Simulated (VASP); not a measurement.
The system is CoSi.

```xyz
2
Lattice="2.8359 0.0000 0.0000 0.0000 2.8359 0.0000 0.0000 0.0000 2.8359" Properties=species:S:1:pos:R:3 pbc="T T T"
Co    0.0000    0.0000    0.0000
Si    1.4179    1.4179    1.4179
```

This cell differs from its parent crystal: volume scaled by 1.06.

Base run:

| Property | Result |
| --- | --- |
| Program | VASP 6.6.1 |
| Functional | PBEsol |
| Potentials or basis | VASP PAW PBE potentials, release 64 (Co, Si) |
| Cutoff | 520 eV |
| k mesh | 10 × 10 × 10 |
| Occupations | fermi-dirac, width 0.05 eV |
| Spin | collinear spin, ferromagnetic start |
| Starting moments | [2.0, 0.0] μB |

Its results: pressure -16.9 GPa; net moment 0.55 μB per cell; site moments Co +0.56; Si +0.01 μB.

Question: The run is repeated on the same cell with these changes: functional from PBEsol to PBE. What comes out?

Answer: Pressure -10.3 GPa; net moment 0.58 μB per cell; site moments Co +0.59; Si +0.01 μB.

PBE binds less tightly than PBEsol, so the same cell stands under more pressure.

Caveats: the PAW data sets were made with another functional, which shifts forces and pressure a little (some runs).
